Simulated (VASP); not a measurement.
# InSb (F-43m) in VASP: a series of runs

InSb is run at these levels: PBE; tasks: single point, relaxation of cell and atoms.

Everything below comes from runs of VASP 6.6.1. Logs are shortened: lines on timing, memory, paths and dates and some standing lists are left out, and cuts for length are marked.

### 1 The cell of the first run

The structure is cubic, space group F-43m (No. 216). The conventional cell has a = 5.902 Å, b = 5.902 Å, c = 5.902 Å, α = 90.00°, β = 90.00°, γ = 90.00°. Within 3.4 Å of In (site symmetry -43m) lie 4 Sb at 2.56 Å. Sb (site symmetry -43m) has 4 In at 2.56 Å within 3.4 Å.

### 2 Single point, PBE

File INCAR:

```
ALGO     = Normal         # electronic algorithm
EDIFF    = 1E-6           # SCF threshold, eV
ENCUT    = 520            # plane-wave cutoff, eV
GGA      = PE             # functional
ISIF     = 2              # what is computed and relaxed
ISMEAR   = -1             # smearing method
LASPH    = T              # aspherical terms in the spheres
LCHARG   = F              # write CHGCAR
LREAL    = F              # projectors in reciprocal space
LWAVE    = F              # write WAVECAR
NBANDS   = 16             # bands
NELM     = 60             # most SCF steps
PREC     = Accurate       # precision mode
SIGMA    = 0.15           # smearing width, eV
```

File KPOINTS:

```
k-points
0
Gamma
  12 12 12
```

File POSCAR:

```
InSb
1.0
    0.0000000000      2.9507578662      2.9507578662
    2.9507578662      0.0000000000      2.9507578662
    2.9507578662      2.9507578662      0.0000000000
In Sb
1 1
Direct
    0.0000000000      0.0000000000      0.0000000000
    0.7500000000      0.7500000000      0.7500000000
```

Potentials or basis: VASP PAW PBE potentials, release 64 (In_d, Sb).

On the command line:

```
> cat potpaw_PBE.64/In_d/POTCAR potpaw_PBE.64/Sb/POTCAR > POTCAR
> mpirun -np 1 vasp_std > vasp.out
```

OUTCAR:

```text
EDIFF = 1E-6
   ENCUT = 520
   GGA = PE
   ISIF = 2
   ISMEAR = -1
   LASPH = T
   LREAL = F
   NELM = 60
   PREC = Accurate

 ion  position               nearest neighbor table
   1  0.000  0.000  0.000-   2 2.56   2 2.56   2 2.56   2 2.56
   2  0.750  0.750  0.750-   1 2.56   1 2.56   1 2.56   1 2.56

  LATTYP: Found a face centered cubic cell.
 ALAT       =     5.9015157324

  Lattice vectors:

 A1 = (   0.0000000000,   2.9507578662,   2.9507578662)
 A2 = (   2.9507578662,   0.0000000000,   2.9507578662)
 A3 = (   2.9507578662,   2.9507578662,   0.0000000000)

Analysis of symmetry for initial positions (statically):
=====================================================================
 Subroutine PRICEL returns:
 Original cell was already a primitive cell.

 Routine SETGRP: Setting up the symmetry group for a
 face centered cubic supercell.

 Subroutine GETGRP returns: Found 24 space group operations
 (whereof 24 operations were pure point group operations)
 out of a pool of 48 trial point group operations.

The static configuration has the point symmetry T_d .

Analysis of symmetry for dynamics (positions and initial velocities):
=====================================================================
 Subroutine PRICEL returns:
 Original cell was already a primitive cell.

 Routine SETGRP: Setting up the symmetry group for a
 face centered cubic supercell.

 Subroutine GETGRP returns: Found 24 space group operations
 (whereof 24 operations were pure point group operations)
 out of a pool of 48 trial point group operations.

The dynamic configuration has the point symmetry T_d .

 Subroutine INISYM returns: Found 24 space group operations
 (whereof 24 operations are pure point group operations),
 and found     1 'primitive' translations

----------------------------------------------------------------------------------------

                                     Primitive cell

  volume of cell :      51.3843

  direct lattice vectors                    reciprocal lattice vectors
     0.000000000  2.950757866  2.950757866    -0.169447994  0.169447994  0.169447994
     2.950757866  0.000000000  2.950757866     0.169447994 -0.169447994  0.169447994
     2.950757866  2.950757866  0.000000000     0.169447994  0.169447994 -0.169447994

  length of vectors
     4.173001794  4.173001794  4.173001794     0.293492534  0.293492534  0.293492534

  position of ions in fractional coordinates (direct lattice)
     0.000000000  0.000000000  0.000000000
[... 77 lines left out ...]
   NELM   =     60;   NELMIN=  2; NELMDL= -5     # of ELM steps
   EDIFF  = 0.1E-05   stopping-criterion for ELM
   LREAL  =      F    real-space projection
   EDIFFG = 0.1E-04   stopping-criterion for IOM
   NSW    =      0    number of steps for IOM
   IBRION =     -1    ionic relax: 0-MD 1-quasi-New 2-CG
   NFREE  =      0    steps in history (QN), initial steepest desc. (CG)
   ISIF   =      2    stress and relaxation
   ISYM   =      2    0-nonsym 1-usesym 2-fastsym
   POTIM  = 0.5000    time-step for ionic-motion
   TEBEG  =    0.0;   TEEND  =   0.0 temperature during run
   PSTRESS=    0.0 pullay stress
   NELECT =      18.0000    total number of electrons
   NUPDOWN=      -1.0000    fix difference up-down
   EMIN   =  10.00;   EMAX   =-10.00  energy-range for DOS
   EFERMI =   0.00;   METHOD = LEGACY
   ISMEAR =    -1;   SIGMA  =   0.15  broadening in eV -4-tet -1-fermi 0-gaus
   EFERMI_NEDOS =   21; number of points for ismear=-14 and -15
   IALGO  =     38    algorithm
   IMIX   =      4    mixing-type and parameters
     AMIX     =   0.40;   BMIX     =  1.00
     AMIX_MAG =   1.60;   BMIX_MAG =  1.00
  volume/ion in A,a.u.               =      25.69       173.38
  Fermi-wavevector in a.u.,A,eV,Ry     =   1.154043  2.180826 18.120455  1.331816
  Thomas-Fermi vector in A             =   2.290683
   LORBIT       =      0    0 simple, 1 ext, 2 COOP (PROOUT), +10 PAW based schemes
   GGA     = PE    functional components
   LHFCALC =     F    Hartree Fock is set to
   AEXX    =    0.0000 exact exchange contribution
   IVDW    =     0    specifies the selected vdW correction
   LEPSILON=     F    determine dielectric tensor
   LRPA    =     F    only Hartree local field effects (RPA)
 non-spin polarized calculation
  energy-cutoff  :      520.00
  volume of cell :       51.38
 maximum number of plane-waves:      1411
   NGX = 15   NGY = 15   NGZ = 15

 number of electron      18.0000008 magnetization

 Free energy of the ion-electron system (eV)
  ---------------------------------------------------
  ext. energy  EPLUGINS =         0.00000000
  ---------------------------------------------------
  free energy    TOTEN  =        -5.50590056 eV

  energy without entropy =       -5.50239503  energy(sigma->0) =       -5.50414779

 E-fermi :   8.9175     XC(G=0):  -9.9491

 val. band max:        8.6422068869   @ k =   0.0000   0.0000   0.0000
 cond. band min:       9.2981126895   @ k =   0.4167   0.4167   0.0000
 fundamental gap:      0.6559058026
 Fermi energy:         8.9175081020

 k-point     1 :       0.0000    0.0000    0.0000
  band No.  band energies     occupation
      1      -6.9441      2.00000
      2      -6.9441      2.00000
      3      -6.9441      2.00000
      4      -6.7446      2.00000
      5      -6.7446      2.00000
      6      -4.2874      2.00000
[... 433 lines left out ...]
      3      -6.8792      2.00000
      4      -6.7521      2.00000
      5      -6.7449      2.00000
      6      -1.8250      2.00000
[... 8 lines left out ...]
     15      17.3702      0.00000
     16      17.7465      0.00000

 [... further k-points ...]

------------------------ aborting loop because EDIFF is reached ----------------------------------------

  FORCE on cell =-STRESS in cart. coord.  units (eV):
  Direction    XX          YY          ZZ          XY          YZ          ZX
  --------------------------------------------------------------------------------------
  -------------------------------------------------------------------------------------
  Total        9.5939979      9.5939979      9.5939979      0.0000000      0.0000000     -0.0000000
  in kB      299.1434398    299.1434398    299.1434398      0.0000000      0.0000000     -0.0000000
  external PRESSURE =     299.1434398 kB  Pullay stress =       0.0000000 kB

 VOLUME and BASIS-vectors are now :
 -----------------------------------------------------------------------------
  energy-cutoff  :      520.00
  volume of cell :       51.38
      direct lattice vectors                 reciprocal lattice vectors
     0.000000000  2.950757866  2.950757866    -0.169447994  0.169447994  0.169447994
     2.950757866  0.000000000  2.950757866     0.169447994 -0.169447994  0.169447994
     2.950757866  2.950757866  0.000000000     0.169447994  0.169447994 -0.169447994

 POSITION                                       TOTAL-FORCE (eV/Angst)
 -----------------------------------------------------------------------------------
      0.00000      0.00000      0.00000        -0.000000     -0.000000     -0.000000
      4.42614      4.42614      4.42614         0.000000      0.000000      0.000000
 -----------------------------------------------------------------------------------
    total drift:                                0.000000      0.000000      0.000000

  FREE ENERGIE OF THE ION-ELECTRON SYSTEM (eV)
  ---------------------------------------------------
  free  energy   TOTEN  =        -5.5059005589 eV

  energy  without entropy=       -5.5023950279  energy(sigma->0) =       -5.50414779
```

OSZICAR:

```text
N       E                     dE             d eps       ncg     rms          rms(c)
DAV:   1     0.117242891697E+03    0.11724E+03   -0.81880E+03  2312   0.123E+03
DAV:   2     0.140615228654E+01   -0.11584E+03   -0.11178E+03  2560   0.298E+02
DAV:   3    -0.551303002524E+01   -0.69192E+01   -0.68895E+01  3000   0.727E+01
DAV:   4    -0.569624818588E+01   -0.18322E+00   -0.18319E+00  2848   0.129E+01
DAV:   5    -0.570576523281E+01   -0.95170E-02   -0.95170E-02  3472   0.251E+00    0.660E+00
DAV:   6    -0.554471686587E+01    0.16105E+00   -0.17231E-01  3200   0.803E+00    0.374E+00
DAV:   7    -0.550507048301E+01    0.39646E-01   -0.11529E-01  3088   0.389E+00    0.920E-01
DAV:   8    -0.550533941239E+01   -0.26893E-03   -0.11260E-02  3064   0.140E+00    0.503E-01
DAV:   9    -0.550584175058E+01   -0.50234E-03   -0.11147E-03  2768   0.237E-01    0.950E-02
DAV:  10    -0.550587560403E+01   -0.33853E-04   -0.76156E-05  3088   0.109E-01    0.453E-02
DAV:  11    -0.550590000747E+01   -0.24403E-04   -0.49620E-05  2616   0.731E-02    0.198E-02
DAV:  12    -0.550590055888E+01   -0.55141E-06   -0.12240E-06  2536   0.161E-02
   1 F= -.55059006E+01 E0= -.55041478E+01  d E =-.350553E-02
```

It used 21 s of CPU time on 1 thread of Intel(R) Xeon(R) Platinum 8488C (Sapphire Rapids), with other jobs on the host.

What came out:

- Free energy: -5.5059 eV
- Pressure: 29.9 GPa
- Band gap on the k mesh: 0.66 eV, indirect (least direct gap 1.49 eV)

Caveat: spin-orbit coupling is left out, which moves the levels of the heavy elements.

### 3 Relaxation of cell and atoms, PBE, target pressure 30 GPa, at which the enthalpy is minimised

This run uses another cell than the first one, of 36.55 Å³/atom, 1.423 times its volume.

File INCAR:

```
SYSTEM = InSb
PREC = Accurate
ENCUT = 600
EDIFF = 1E-6
ISMEAR = -1
SIGMA = 0.15
LREAL = .FALSE.
LASPH = .TRUE.
NELM = 80
ALGO = Normal
ISIF = 3
LWAVE = .FALSE.
LCHARG = .FALSE.
GGA = PE
IBRION = 2
NSW = 80
EDIFFG = -0.001
PSTRESS = 300.0
```

File KPOINTS:

```
regular mesh
0
G
  12 12 12
  0 0 0
```

File POSCAR:

```
InSb
1.0
    0.0000000000      3.3185740816      3.3185740816
    3.3185740816      0.0000000000      3.3185740816
    3.3185740816      3.3185740816      0.0000000000
In Sb
1 1
Direct
    0.0000000000      0.0000000000      0.0000000000
    0.7500000000      0.7500000000      0.7500000000
```

Potentials or basis: VASP PAW PBE potentials, release 64 (In_d, Sb).

On the command line:

```
> cat potpaw_PBE.64/In_d/POTCAR potpaw_PBE.64/Sb/POTCAR > POTCAR
> mpirun -np 1 vasp_std > vasp.out
```

Wall time 12 min (1 thread of Intel Xeon Platinum 8488C (Sapphire Rapids), shared host); peak memory 0.33 GiB.

The run converged. Its results:

| Item | Value |
| --- | --- |
| Free energy | -5.5047 eV |
| Relaxed volume | 25.69 Å³/atom |
| Relaxed cell | a = 4.173 Å, b = 4.173 Å, c = 4.173 Å, α = 60.00°, β = 60.00°, γ = 60.00° |
| Space group after relaxing (to 0.05 Å) | F-43m (No. 216) |
| Energy change on relaxing (the enthalpy is what falls) | +725.5 meV/atom |
| Ionic steps | 19 |
| Pressure after relaxing | 30.0 GPa |
| Band gap on the k mesh | 0.66 eV, indirect (least direct gap 1.50 eV) |

The path:
| step | energy change (eV) | largest force (eV/Å) | pressure (GPa) | volume (Å³) |
| --- | --- | --- | --- | --- |
| 1 | 0.0000 | 0.0000 | 0.00 | 73.09 |
| 2 | 37.0227 | 0.0000 | 691.88 | 21.97 |
| 3 | 0.6889 | 0.0000 | 17.18 | 56.66 |
| 4 | 0.9505 | 0.0000 | 21.72 | 54.50 |
| 5 | 1.4877 | 0.0000 | 30.59 | 51.18 |
| 6 | 1.4150 | 0.0000 | 29.41 | 51.57 |
| 7 | 1.4166 | 0.0000 | 29.44 | 51.56 |
| 8 | 1.4212 | 0.0000 | 29.52 | 51.53 |
| 9 | 1.4213 | 0.0000 | 29.51 | 51.53 |
| 10 | 1.4214 | 0.0000 | 29.51 | 51.53 |
| 11 | 1.4216 | 0.0000 | 29.51 | 51.53 |
| 12 | 1.4221 | 0.0000 | 29.51 | 51.53 |
| 13 | 1.4231 | 0.0000 | 29.55 | 51.52 |
| 14 | 1.4251 | 0.0000 | 29.58 | 51.51 |
| 15 | 1.4291 | 0.0000 | 29.64 | 51.49 |
| 16 | 1.4372 | 0.0000 | 29.77 | 51.45 |
| 17 | 1.4533 | 0.0000 | 30.05 | 51.36 |
| 18 | 1.4503 | 0.0000 | 29.98 | 51.38 |
| 19 | 1.4510 | 0.0000 | 30.00 | 51.37 |

Final structure:
```
In Sb
1.0
     0.00000    2.95054    2.95054
     2.95054    0.00000    2.95054
     2.95054    2.95054    0.00000
In Sb
1 1
Cartesian
  0.0000 0.0000 0.0000
  4.4258 4.4258 4.4258
```

Levels at points of the mesh, in eV from the valence-band top:
| k point | band 7 | band 8 | band 9 | band 10 | band 11 | band 12 |
| --- | --- | --- | --- | --- | --- | --- |
| (0.00, 0.00, 0.00) | 0.00 | 0.00 | 0.00 | 1.50 | 2.79 | 2.79 |
| (0.50, 0.00, 0.00) | -7.32 | -1.55 | -1.55 | 1.08 | 3.71 | 3.71 |
| (0.50, 0.50, 0.00) | -7.40 | -3.42 | -3.42 | 0.70 | 0.95 | 9.82 |

Caveat: the cell is relaxed towards a set pressure, so the enthalpy falls and the energy may rise; the volume moved by over 15 % at a fixed basis, so the end points are rough; spin-orbit coupling is left out, which moves the levels of the heavy elements.

### 4 Single point, PBE

This run uses another cell than the first one, of 30.99 Å³/atom, 1.206 times its volume.

File INCAR:

```
SYSTEM = InSb
ALGO = Normal
EDIFF = 1E-6
ENCUT = 520
GGA = PE
ISIF = 2
ISMEAR = -1
LASPH = .True.
LCHARG = .False.
LREAL = .False.
LWAVE = .False.
NBANDS = 16
NELM = 100
PREC = Accurate
SIGMA = 0.15
```

File KPOINTS:

```
k-points
0
Gamma
  12 12 12
  0 0 0
```

File POSCAR:

```
InSb
1.0
    0.0000000000      3.1408951772      3.1408951772
    3.1408951772      0.0000000000      3.1408951772
    3.1408951772      3.1408951772      0.0000000000
In Sb
1 1
Direct
    0.0000000000      0.0000000000      0.0000000000
    0.7500000000      0.7500000000      0.7500000000
```

On the command line:

```
> cat potpaw_PBE.64/In_d/POTCAR potpaw_PBE.64/Sb/POTCAR > POTCAR
> mpirun -np 1 vasp_std > vasp.out
```

Run time: 1.7 min. Hardware: 1 thread of AMD EPYC 7R43 (Zen 3), shared host; peak memory 0.2 GiB.

Results (log left out):

```
Free energy            : -6.6899 eV
Pressure               : 9.0 GPa
Band gap on the k mesh : 0.36 eV, direct
```

Levels at points of the mesh, in eV from the valence-band top:
```tsv
k point	band 7	band 8	band 9	band 10	band 11	band 12
(0.00, 0.00, 0.00)	0.00	0.00	0.00	0.36	2.93	2.93
(0.50, 0.00, 0.00)	-6.09	-1.16	-1.16	0.71	3.81	3.81
(0.50, 0.50, 0.00)	-6.34	-2.59	-2.59	1.17	1.25	8.71
```

Caveat: spin-orbit coupling is left out, which moves the levels of the heavy elements.

### 5 The runs side by side

```tsv
task	cell	cutoff (eV)	gap on the mesh (eV)	pressure (GPa)
single point	a = 4.173 Å, angles 60.0°, 2 atoms	520	0.66	29.9
relaxation of cell and atoms	relaxed to 30 GPa from a = 4.693 Å, angles 60.0°, 2 atoms	600	0.66	30.0
single point	a = 4.442 Å, angles 60.0°, 2 atoms	520	0.36	9.0
```

Alike in all rows: level PBE; potentials or basis VASP PAW PBE potentials, release 64 (In_d, Sb); no spin polarisation; k mesh 12 × 12 × 12; smearing fermi-dirac 0.15 eV.

Caveats: spin-orbit coupling is left out, which moves the levels of the heavy elements; the cell is relaxed towards a set pressure, so the enthalpy falls and the energy may rise (some runs); the volume moved by over 15 % at a fixed basis, so the end points are rough (some runs).

Absolute energies hang on the potentials; compare differences alone.
